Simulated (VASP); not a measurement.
A run of VASP 6.6.1 is set up as follows.

INCAR

```
  ALGO = Normal
  EDIFF = 1E-7
  ENCUT = 520
  ISIF = 2
  ISMEAR = -1
  LASPH = T
  LCHARG = F
  LMAXMIX = 4
  LNONCOLLINEAR = T
  LORBIT = 11
  LREAL = F
  LWAVE = F
  MAGMOM = 0 0 0.6 0 0 0.6 0 0 0.6 0 0 0.6
  NBANDS = 54
  NELM = 150
  PREC = Accurate
  SIGMA = 0.1
```

The input KPOINTS:

```
k-points
0
Gamma
  9 9 9
```

File POSCAR:

```
Ni
1.0
    3.5238700000      0.0000000000      0.0000000000
    0.0000000000      3.5238700000      0.0000000000
    0.0000000000      0.0000000000      3.5238700000
Ni
4
Direct
    0.0000000000      0.0000000000      0.0000000000
    0.5000000000      0.5000000000      0.0000000000
    0.5000000000      0.0000000000      0.5000000000
    0.0000000000      0.5000000000      0.5000000000
```

Potentials or basis: VASP PAW LDA potentials, release 64 (Ni).

Run with:

```sh
$ cat potpaw_LDA.64/Ni/POTCAR > POTCAR
$ mpirun -np 1 vasp_ncl > vasp.out
```

Problem. What does it give for the pressure?

Solution. -17.4 GPa.

Problem. What does it give for the net moment?

Solution. 2.31 μB per cell.

Moments on the atoms (μB; x, y, z):
```
Ni  0.00 0.00 0.58
Ni  0.00 0.00 0.58
Ni  0.00 0.00 0.58
Ni  0.00 0.00 0.58
```

Caveat: the cell stands under tension.
